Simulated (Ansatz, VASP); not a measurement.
Ti: VASP beside Ansatz

INCAR

```
  PREC = Accurate
  ENCUT = 520
  EDIFF = 1E-7
  ISMEAR = -1
  SIGMA = 0.05
  LREAL = F
  LASPH = T
  NELM = 60
  ALGO = Normal
  ISIF = 2
  LWAVE = F
  LCHARG = T
  GGA = PS
  LELF = T
  LVHAR = T
  NBANDS = 12
```

File KPOINTS:

```
regular mesh
0
Gamma
  14 14 14
```

File POSCAR:

```
Ti
1.0
   -1.6272094320      1.6272094320      1.6272094320
    1.6272094320     -1.6272094320      1.6272094320
    1.6272094320      1.6272094320     -1.6272094320
Ti
1
Direct
    0.0000000000      0.0000000000      0.0000000000
```

Input for Ansatz:

```yaml
crystal:
  lattice:
    - [-1.627209432, 1.627209432, 1.627209432]
    - [1.627209432, -1.627209432, 1.627209432]
    - [1.627209432, 1.627209432, -1.627209432]
  atoms:
    - { symbol: Ti, position: [0.0, 0.0, 0.0] }
kpoints:
  mp_grid: { grid: [14, 14, 14] }
scf:
  occupations: { method: fermi_dirac, width: 0.05 }
hamiltonian:
  xc: pbesol
  pseudopotentials: { kind: all_electron, lapw: { basis_error: 0.00025 } }
output:
  forces: true
  stress: true
  eigenvalues: true
```

Change from the starting cell: volume scaled by 0.975.

Alike in both runs: task single point; functional PBEsol; k mesh 14 × 14 × 14; occupations fermi-dirac, width 0.05 eV; no spin polarisation.

|  | VASP | Ansatz |
| --- | --- | --- |
| version | VASP 6.6.1 | Ansatz 0.2.0 |
| potentials or method | VASP PAW PBE potentials, release 64 (Ti_sv), cutoff 520 eV | all-electron LAPW, scalar-relativistic |

Ansatz gave:

```
pressure (GPa) : -4.3
```

Task: Which values does VASP return?

Result: Pressure (GPa): -4.5.

VASP's potentials were made for PBE, not for PBEsol. Ansatz ran all-electron here, and VASP with PAW potentials.
